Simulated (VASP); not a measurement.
# Si8HC8 (a cell with a defect) in VASP: further runs, part 2 of 2

VASP 6.6.1. Earlier steps stand in the parts before.

## (4) Single point, PBE, collinear spin, zero start

INCAR reads:

```
PREC = Accurate ; ENCUT = 520
EDIFF = 1E-7 ; ISMEAR = 0
SIGMA = 0.05 ; LREAL = Auto
LASPH = T ; NELM = 150
ALGO = Normal ; ISIF = 2
LWAVE = F ; LCHARG = F
ISPIN = 2 ; MAGMOM = 0 0 0 0 0 0 0 0 0 0 0 0 0 0 0 0 0
LORBIT = 11 ; GGA = PE
NBANDS = 50
```

KPOINTS reads:

```
regular mesh
0
Gamma
  2 2 2
```

POSCAR reads:

```
Si8HC8
1.0
    0.0000000000      4.3480000000      4.3480000000
    4.3480000000      0.0000000000      4.3480000000
    4.3480000000      4.3480000000      0.0000000000
Si C H
8 8 1
Direct
   -0.0059558418     -0.0150975161      0.0263976541
   -0.0115063247      0.0062087167      0.5060440432
   -0.0049108786      0.5003382015      0.0005585327
   -0.0060917663      0.5266483441      0.4851764029
    0.4959198482      0.0002367755      0.0043678703
    0.4932366605      0.0065434683      0.5065183993
    0.5013586707      0.5003494710      0.0003025529
    0.4961094756      0.5043445262      0.5003123275
    0.1210837167      0.1248240570      0.1318909844
    0.1070701472      0.1376064857      0.6380793468
    0.1273928243      0.6210616375      0.1217180313
    0.1210669273      0.6318396964      0.6249793008
    0.6181396044      0.1254737810      0.1328240570
    0.6167253910      0.1302835787      0.6302750690
    0.6218988040      0.6265443882      0.1266030359
    0.6180378335      0.6327917433      0.6257153864
    0.9347284959      0.2799853956      0.7805702622
```

On the command line:

```sh
$ cat potpaw_PBE.64/Si/POTCAR potpaw_PBE.64/C/POTCAR potpaw_PBE.64/H/POTCAR > POTCAR
$ mpirun -np 1 vasp_std > vasp.out
```

Wall time 3.1 min (1 thread of AMD EPYC 9R45 (Zen 5), shared host); peak memory 0.4 GiB.

It converged, with:

```yaml
Free_energy: -120.2162 eV
Pressure: 7.3 GPa
Largest_force: 0.800 eV/Å
Net_moment: 0.00 μB per cell
Valence_electrons_inside_the_program's_atomic_spheres: Si 1.68, 1.67; C 2.56, 2.52, 2.60, 2.55, 2.57; H 0.63
```

Forces on the atoms (eV/Å):
```
Si   0.189  0.258 -0.237
Si   0.121  0.025 -0.001
Si  -0.018 -0.055 -0.047
Si   0.172 -0.203  0.210
Si   0.048  0.037 -0.005
Si   0.205 -0.047 -0.048
Si   0.017  0.068  0.036
Si   0.049 -0.029  0.016
C    0.034  0.006  0.007
C   -0.212  0.056  0.088
C   -0.077 -0.020  0.021
C    0.042  0.016  0.025
C    0.021  0.017  0.037
C    0.083  0.031  0.030
C    0.063  0.012  0.010
C    0.016  0.033  0.034
H   -0.754 -0.206 -0.174
```

Stress tensor (GPa, compression positive):
```
 3.34  0.18  0.15
 0.18  9.31 -3.70
 0.15 -3.70  9.30
```

Levels at points of the mesh, in eV from the Fermi level:
Spin up:
```csv
k point,band 30,band 31,band 32,band 33,band 34,band 35
"(0.00, 0.00, 0.00)",-2.47,-2.22,-2.21,-1.53,-1.16,-0.79
"(0.50, 0.00, 0.00)",-2.94,-2.75,-2.74,0.20,0.80,1.50
"(0.00, 0.50, 0.00)",-2.86,-2.84,-2.77,0.29,1.09,1.41
"(0.00, 0.00, 0.50)",-2.86,-2.84,-2.77,0.29,1.09,1.41
"(0.50, 0.50, 0.50)",-2.94,-2.75,-2.74,-0.20,0.90,1.48
"(0.50, 0.50, 0.00)",-3.47,-3.39,-3.37,0.94,1.55,2.40
"(0.00, 0.50, 0.50)",-3.46,-3.43,-3.27,0.60,1.80,2.34
"(0.50, 0.00, 0.50)",-3.48,-3.39,-3.37,0.94,1.55,2.41
```
Spin down:
```
           k point  band 29  band 30  band 31  band 32  band 33  band 34  band 35  band 36
(0.00, 0.00, 0.00)    -3.14    -2.47    -2.22    -2.21    -1.53    -1.16    -0.79     1.81
(0.50, 0.00, 0.00)    -3.23    -2.94    -2.75    -2.74     0.20     0.80     1.50     1.55
(0.00, 0.50, 0.00)    -3.08    -2.86    -2.84    -2.77     0.29     1.09     1.41     1.51
(0.00, 0.00, 0.50)    -3.08    -2.86    -2.84    -2.77     0.29     1.09     1.41     1.52
(0.50, 0.50, 0.50)    -3.25    -2.94    -2.75    -2.74    -0.20     0.90     1.48     1.55
(0.50, 0.50, 0.00)    -3.54    -3.47    -3.39    -3.37     0.94     1.55     2.40     2.72
(0.00, 0.50, 0.50)    -3.46    -3.46    -3.43    -3.27     0.60     1.80     2.34     2.76
(0.50, 0.00, 0.50)    -3.54    -3.48    -3.39    -3.37     0.94     1.55     2.41     2.72
```

Caveat: the k points lie up to 0.63 Å⁻¹ apart.

## (5) Single point, PBE, collinear spin, ferromagnetic start

INCAR reads:

```
PREC = Accurate ; ENCUT = 520
EDIFF = 1E-6 ; ISMEAR = 0
SIGMA = 0.05 ; LREAL = Auto
LASPH = True ; NELM = 150
ALGO = Normal ; ISIF = 2
LWAVE = False ; LCHARG = True
ISPIN = 2 ; MAGMOM = 0 0 0 0 0 0 0 0 0 0 0 0 0 0 0 0 1
LORBIT = 11 ; GGA = PE
LELF = True ; LVHAR = True
NBANDS = 50
```

KPOINTS is that of step 4.

POSCAR reads:

```
Si8HC8
1.0
    0.0000000000      4.3480000000      4.3480000000
    4.3480000000      0.0000000000      4.3480000000
    4.3480000000      4.3480000000      0.0000000000
Si C H
8 8 1
Direct
    0.0213548227      0.0027786826     -0.0080155927
   -0.0017085626      0.0055128467      0.4979476854
   -0.0019814407      0.5129543958     -0.0089487492
    0.0016382554      0.5078699013      0.4927736483
    0.4839179459      0.0027785996     -0.0080151099
    0.5030630841      0.0056793835      0.4882320645
    0.4983343797      0.5165179077     -0.0131441647
    0.4977615534      0.5078677156      0.4927746550
    0.1190150172      0.1382559818      0.1237511266
    0.1284642801      0.1320410175      0.6157900717
    0.1249532143      0.6336013485      0.1181093265
    0.1244419187      0.6327319403      0.6184250330
    0.6285532798      0.1403440702      0.1025830160
    0.6237494657      0.1320412593      0.6157908898
    0.6233763426      0.6336029314      0.1181107984
    0.6267967114      0.6336152935      0.6128346772
    0.7503746323      0.1043661248      0.8949122241
```

Potentials or basis: VASP PAW PBE potentials, release 64 (Si, C, H).

On the command line:

```sh
$ cat potpaw_PBE.64/Si/POTCAR potpaw_PBE.64/C/POTCAR potpaw_PBE.64/H/POTCAR > POTCAR
$ mpirun -np 1 vasp_std > vasp.out
```

OUTCAR:

```text
PREC = Accurate
   ENCUT = 520
   EDIFF = 1E-6
   ISMEAR = 0
   LREAL = Auto
   LASPH = True
   NELM = 150
   ISIF = 2
   ISPIN = 2
   LORBIT = 11
   GGA = PE

 ion  position               nearest neighbor table
   1  0.021  0.003  0.992-  17 1.76   9 1.84  11 1.86  10 1.89  13 1.98   5 2.84   7 2.96   6 3.03
                             2 3.05   4 3.06   3 3.07   3 3.09   4 3.09   2 3.10   6 3.12
   2  0.998  0.006  0.498-  12 1.87   9 1.88  14 1.88  10 1.88   3 3.03   5 3.05   1 3.05   4 3.07
                             8 3.07   6 3.07   6 3.07   8 3.08   4 3.08   1 3.10   5 3.10   3 3.12
   3  0.998  0.513  0.991-  12 1.87  11 1.88  15 1.88   9 1.88   2 3.03   5 3.07   1 3.07   8 3.07
                             4 3.07   7 3.07   7 3.07   4 3.08   8 3.08   1 3.09   5 3.09   2 3.12
   4  0.002  0.508  0.493-  12 1.87  11 1.88  16 1.88  10 1.89   8 3.05   1 3.06   6 3.06   2 3.07
[... 1033 lines left out ...]
      5.41956      5.38992      5.48027        -0.008349      0.001857     -0.001781
      4.34486      7.15371      3.71641        -0.021658     -0.006088      0.006167
 -----------------------------------------------------------------------------------
    total drift:                               -0.002703      0.004286     -0.001538

  FREE ENERGIE OF THE ION-ELECTRON SYSTEM (eV)
  ---------------------------------------------------
  free  energy   TOTEN  =      -120.3618361391 eV

  energy  without entropy=     -120.3618359051  energy(sigma->0) =     -120.36183602

 total charge

# of ion       s       p       d       tot
------------------------------------------
    1        0.701   0.973   0.000   1.674
    2        0.695   0.981   0.000   1.676
    3        0.696   0.978   0.000   1.674
    4        0.696   0.979   0.000   1.675
    5        0.701   0.973   0.000   1.674
    6        0.703   0.949   0.000   1.652
[... 9 lines left out ...]
   16        0.835   1.728   0.000   2.563
   17        0.570   0.069   0.000   0.639
--------------------------------------------------
tot         12.869  21.673   0.000  34.542

 magnetization (x)

# of ion       s       p       d       tot
------------------------------------------
    1       -0.000  -0.000   0.000  -0.000
    2        0.000  -0.000   0.000  -0.000
    3        0.000   0.000   0.000   0.000
    4        0.000   0.000   0.000   0.000
    5       -0.000  -0.000   0.000  -0.000
    6        0.000  -0.000   0.000   0.000
[... 9 lines left out ...]
   16        0.000   0.000   0.000   0.000
   17       -0.000  -0.000   0.000  -0.000
--------------------------------------------------
tot          0.000   0.000   0.000   0.000
```

OSZICAR:

```text
N       E                     dE             d eps       ncg     rms          rms(c)
DAV:   1     0.174827666126E+03    0.17483E+03   -0.29548E+04  1600   0.117E+03
DAV:   2    -0.116952617918E+03   -0.29178E+03   -0.27350E+03  2012   0.214E+02
DAV:   3    -0.133945882306E+03   -0.16993E+02   -0.16852E+02  2088   0.478E+01
DAV:   4    -0.134203494938E+03   -0.25761E+00   -0.25707E+00  2032   0.665E+00
DAV:   5    -0.134208938958E+03   -0.54440E-02   -0.54409E-02  2044   0.913E-01    0.254E+01
DAV:   6    -0.120715938878E+03    0.13493E+02   -0.43163E+01  1852   0.213E+01    0.115E+01
DAV:   7    -0.120422049356E+03    0.29389E+00   -0.57386E+00  2080   0.787E+00    0.515E+00
DAV:   8    -0.120357281761E+03    0.64768E-01   -0.31028E-01  1956   0.214E+00    0.228E+00
DAV:   9    -0.120361021250E+03   -0.37395E-02   -0.37503E-02  1928   0.931E-01    0.684E-01
DAV:  10    -0.120361131299E+03   -0.11005E-03   -0.77812E-03  2016   0.329E-01    0.220E-01
DAV:  11    -0.120361622843E+03   -0.49154E-03   -0.13106E-03  2008   0.144E-01    0.131E-01
DAV:  12    -0.120361804515E+03   -0.18167E-03   -0.21415E-04  1904   0.689E-02    0.494E-02
DAV:  13    -0.120361833012E+03   -0.28497E-04   -0.73003E-05  2056   0.375E-02    0.172E-02
DAV:  14    -0.120361835476E+03   -0.24637E-05   -0.68371E-06  1976   0.120E-02    0.671E-03
DAV:  15    -0.120361836139E+03   -0.66312E-06   -0.14458E-06  1560   0.532E-03
   1 F= -.12036184E+03 E0= -.12036184E+03  d E =-.233937E-06  mag=    -0.0000
```

stdout:

```text
POSCAR found type information on POSCAR SiC H
 POSCAR found :  3 types and      17 ions
 scaLAPACK will be used
 LDA part: xc-table for (Slater+PW92), standard interpolation
 POSCAR, INCAR and KPOINTS ok, starting setup
 FFT: planning ... GRIDC
 FFT: planning ... GRID_SOFT
 FFT: planning ... GRID
 WAVECAR not read
 entering main loop
```

Wall time 2.7 min (1 thread of AMD EPYC 9R45 (Zen 5), shared host); peak memory 0.39 GiB.

Results:

```
Free energy                                           : -120.3618 eV
Pressure                                              : 7.4 GPa
Largest force                                         : 0.023 eV/Å
Net moment                                            : 0.00 μB per cell
Valence electrons inside the program's atomic spheres : Si 1.67, 1.68, 1.65; C 2.59, 2.55, 2.57, 2.56; H 0.64
```

Forces in eV/Å, atoms in the order of the input:
```
Si  -0.001  0.014  0.014
Si  -0.014 -0.008  0.008
Si   0.003  0.004 -0.004
Si   0.000 -0.003  0.006
Si  -0.002 -0.014 -0.014
Si   0.011  0.014 -0.014
Si   0.015 -0.006  0.006
Si   0.000 -0.006  0.003
C    0.009 -0.003  0.003
C   -0.002 -0.006 -0.001
C   -0.006  0.003 -0.008
C    0.004  0.004 -0.003
C    0.020  0.004 -0.004
C   -0.002  0.001  0.006
C   -0.006  0.008 -0.003
C   -0.008  0.002 -0.002
H   -0.022 -0.006  0.006
```

Caveat: the k points lie up to 0.63 Å⁻¹ apart.
